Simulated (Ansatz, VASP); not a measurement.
Two plane-wave programs on SnO2

```
CELL_PARAMETERS angstrom
4.82719 0.00000 0.00000
0.00000 4.82719 0.00000
0.09714 0.00000 3.23815
ATOMIC_POSITIONS crystal
Sn 0.50000 0.50000 0.50000
Sn 0.00000 0.00000 0.00000
O 0.19385 0.80693 0.49653
O 0.80615 0.19307 0.50347
O 0.30615 0.30693 0.00347
O 0.69385 0.69307 0.99653
```

Change from the starting cell: shear of c along a, cell held, atoms relaxed: +3.0 %.

Alike in both runs: functional PBE; k mesh 6 × 6 × 8; occupations gaussian, width 0.02 eV; no spin polarisation.

Ansatz relaxed the structure, and its values are those at the end. VASP's run is a single point on that final structure, the one shown.

```csv
,VASP,Ansatz
version,VASP 6.6.1,Ansatz 0.2.0
potentials or method,"VASP PAW PBE potentials, release 64 (Sn_d, O), cutoff 600 eV","scalar-relativistic, plane waves, PAW"
valence electrons in the cell,52,52
```

|  | VASP | Ansatz | Ansatz less VASP |
| --- | --- | --- | --- |
| gap on the k mesh at the Fermi level (eV) | 0.66 | 0.67 | +0.011 |
| least direct gap on the mesh (eV) | 0.66 | 0.67 | +0.011 |
| pressure (GPa) | 0.5 | 0.0 | -0.43 |
| rms of the force components (eV/Å) | 0.008 | 0.001 | -0.0073 |

The functional is the same, so the differences come from potentials, cutoffs and numerics. Ansatz's warnings: stress scf threshold loose.
